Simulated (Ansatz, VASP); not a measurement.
# One calculation of HfZrS3, two programs

```
CELL_PARAMETERS angstrom
4.73251 0.00000 0.00000
0.00000 4.73251 0.00000
0.00000 0.00000 4.73251
ATOMIC_POSITIONS crystal
Zr 0.50000 0.50000 0.50000
Hf 0.00000 0.00000 0.00000
S 0.00000 0.50000 0.50000
S 0.50000 0.50000 0.00000
S 0.50000 0.00000 0.50000
```

Change from the starting cell: species swapped into the NdBRh3 type (Pm-3m, No. 221).

Alike in both runs: task relaxation of cell and atoms; functional PBE; k mesh 4 × 4 × 4; occupations gaussian, width 0.1 eV; no spin polarisation.

|  | VASP | Ansatz |
| --- | --- | --- |
| version | VASP 6.6.1 | Ansatz 0.2.0 |
| potentials or method | VASP PAW PBE potentials, release 64 (Zr_sv, Hf_pv, S), cutoff 600 eV | scalar-relativistic, plane waves, PAW |
| valence electrons in the cell | 40 | 56 |

Ansatz gave:

```
gap on the k mesh at the Fermi level, each at its own relaxed structure (eV) : none
relaxed volume (Å³/atom)                                                     : 23.03
relaxed cell length with the largest relative difference (Å)                 : 4.865
```

Question: Which values does VASP return?

Answer: gap on the k mesh at the Fermi level, each at its own relaxed structure (eV): none; relaxed volume (Å³/atom): 23.00; relaxed cell length with the largest relative difference (Å): 4.863.

A gap of «none» marks a metal or a gap that the smearing closes. VASP's potentials hold 40 valence electrons a cell and Ansatz's 56, so a difference there can come from the potentials and not from the codes.

Spin-orbit coupling is off throughout. Noted on VASP's run: too few bands were computed for a metal, which touches its energy and stress.
